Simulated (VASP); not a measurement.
Li2P, 6 atoms in the cell. The typed cell holds 6 atoms: a = 4.443 Å, b = 4.457 Å, c = 4.834 Å, α = 100.03°, β = 100.50°, γ = 114.13°. 

| Item | Value |
| --- | --- |
| Program | VASP 6.6.1 |
| Task | single point |
| Functional | PBE |
| Potentials or basis | VASP PAW PBE potentials, release 64 (Li_sv, P) |
| Cutoff | 520 eV |
| k mesh | 6 × 6 × 6 |
| Occupations | gaussian, width 0.1 eV |
| Spin | no spin polarisation |
| Dipole correction | no |
| Further INCAR settings | ALGO = Normal; EDIFF = 1e-07; NBANDS = 20 |

Potentials or basis: VASP PAW PBE potentials, release 64 (Li_sv, P).

Launch:

```sh
$ cat potpaw_PBE.64/Li_sv/POTCAR potpaw_PBE.64/P/POTCAR > POTCAR
$ mpirun -np 1 vasp_std > vasp.out
```

Hardware: 1 thread of Intel(R) Xeon(R) 6975P-C (Granite Rapids), on a shared host.

Q: How long does it take, and how much memory?

A: Run time: 88 s on 1 thread of Intel(R) Xeon(R) 6975P-C (Granite Rapids), on a shared host, peak memory 0.28 GiB. Counts: scf iterations 15, k points 112.
